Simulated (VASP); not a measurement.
In2TeBr4: single point with PBE

The system is In2TeBr4.

```
In Te Br
1.0
     5.48386    0.00000    0.00000
    -2.74193    4.74916    0.00000
     0.00000    0.00000    9.06309
In Te Br
2 1 4
Direct
  0.33333 0.66667 0.57856
  0.66667 0.33333 0.85703
  0.33333 0.66667 0.25985
  0.33333 0.66667 0.89780
  0.66667 0.33333 0.16604
  0.66667 0.33333 0.54205
  0.00000 0.00000 0.74220
```

The cell was generated, and may not be a known phase.

```yaml
Program: VASP 6.6.1
Task: single point
Functional: PBE
Potentials_or_basis: VASP PAW PBE potentials, release 64 (In_d, Te, Br)
Cutoff: 500 eV
k_mesh: 2 × 2 × 2
Occupations: gaussian, width 0.15 eV
Spin: no spin polarisation
```

The pressure is 0.2 GPa, the largest force is 0.054 eV/Å and the band gap on the k mesh is zero (bands 30 and 31 overlap by 0.58 eV).

Forces on the atoms (eV/Å):
```
In   0.000  0.000  0.024
In   0.000  0.000 -0.020
Te   0.000  0.000 -0.053
Br   0.000  0.000  0.054
Br   0.000  0.000  0.037
Br   0.000  0.000 -0.025
Br   0.000  0.000 -0.016
```

Stress tensor (GPa, compression positive):
```
0.03 0.00 0.00
0.00 0.03 0.00
0.00 0.00 0.40
```

Levels at points of the mesh, in eV from the Fermi level:
```tsv
k point	band 27	band 28	band 29	band 30	band 31	band 32	band 33	band 34
(0.00, 0.00, 0.00)	-2.17	-1.80	-0.81	-0.41	-0.40	-0.40	2.60	2.60
(0.50, 0.00, 0.00)	-1.42	-1.13	-0.69	-0.54	0.16	0.31	2.98	3.98
(0.00, 0.00, 0.50)	-2.05	-1.99	-0.43	-0.43	-0.04	1.03	2.83	2.83
(0.50, 0.00, 0.50)	-1.47	-1.29	-0.59	0.18	0.27	1.16	3.03	3.95
```

Run time: 100 s on 1 thread of Intel Xeon 8259CL, on a shared host, peak memory 0.33 GiB.

Caveat: the k points lie up to 0.66 Å⁻¹ apart, too coarse for converged energies and pressures of a metal; spin-orbit coupling is left out, which moves the levels of the heavy elements.
